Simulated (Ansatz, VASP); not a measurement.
Two plane-wave programs on BaO

```
Ba O
1.0
     0.00000    2.77199    2.77199
     2.77199    0.00000    2.77199
     2.77199    2.77199    0.00000
Ba O
1 1
Direct
  0.50000 0.50000 0.50000
  0.00000 0.00000 0.00000
```

Alike in both runs: task single point; functional r2SCAN; k mesh 8 × 8 × 8; occupations gaussian, width 0.05 eV; no spin polarisation.

|  | VASP | Ansatz |
| --- | --- | --- |
| version | VASP 6.6.1 | Ansatz 0.2.0 |
| potentials or method | VASP PAW PBE potentials, release 64 (Ba_sv, O_h), cutoff 1480 eV | scalar-relativistic, plane waves, PAW |
| valence electrons in the cell | 16 | 16 |

VASP gave:

```
gap on the k mesh at the Fermi level (eV) : 2.32
least direct gap on the mesh (eV)         : 2.32
pressure (GPa)                            : 1.6
```

**Question.** What did Ansatz give for the same quantities?

**Answer.** gap on the k mesh at the Fermi level (eV): 2.38; least direct gap on the mesh (eV): 2.38; pressure (GPa): 0.0.

VASP's potentials were made for PBE, not for r2SCAN. The functional is the same, so the differences come from potentials, cutoffs and numerics.

Neither program's run includes spin-orbit coupling.
